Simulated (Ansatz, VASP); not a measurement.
## SiO2: VASP beside Ansatz

```
CELL_PARAMETERS angstrom
4.97170 0.00000 0.00000
0.00000 4.97170 0.00000
0.00000 0.00000 6.92230
ATOMIC_POSITIONS crystal
Si 0.30028 0.30028 0.00000
Si 0.19972 0.80028 0.25000
Si 0.69972 0.69972 0.50000
Si 0.80028 0.19972 0.75000
O 0.23920 0.10440 0.17870
O 0.39560 0.73920 0.42870
O 0.76080 0.89560 0.67870
O 0.60440 0.26080 0.92870
O 0.73920 0.39560 0.57130
O 0.89560 0.76080 0.32130
O 0.26080 0.60440 0.07130
O 0.10440 0.23920 0.82130
```

Alike in both runs: task electric field gradients; functional PBE; k mesh 5 × 5 × 4; occupations fermi-dirac, width 0.02 eV; no spin polarisation.

|  | VASP | Ansatz |
| --- | --- | --- |
| version | VASP 6.6.1 | Ansatz 0.2.0 |
| potentials or method | VASP PAW PBE potentials, release 64 (Si, O) | plane-wave PAW, scalar-relativistic |
| plane-wave cutoff (eV) | 520 | 420 |
| valence electrons in the cell | 64 | 64 |

Ansatz gave:

```
gap on the k mesh at the Fermi level (eV)                     : 5.80
pressure (GPa)                                                : 7.6
traceless stress, the component that is largest in VASP (GPa) : 0.18
rms of the force components (eV/Å)                            : 0.220
size of Vzz on the site where it differs most (V/Å²)          : 90.8
```

Question: Estimate VASP's values.

Answer: gap on the k mesh at the Fermi level (eV): 5.80; pressure (GPa): 7.8; traceless stress, the component that is largest in VASP (GPa): 0.15; rms of the force components (eV/Å): 0.218; size of Vzz on the site where it differs most (V/Å²): 86.3.

Atom by atom the forces differ by 0.009 eV/Å (rms over components).
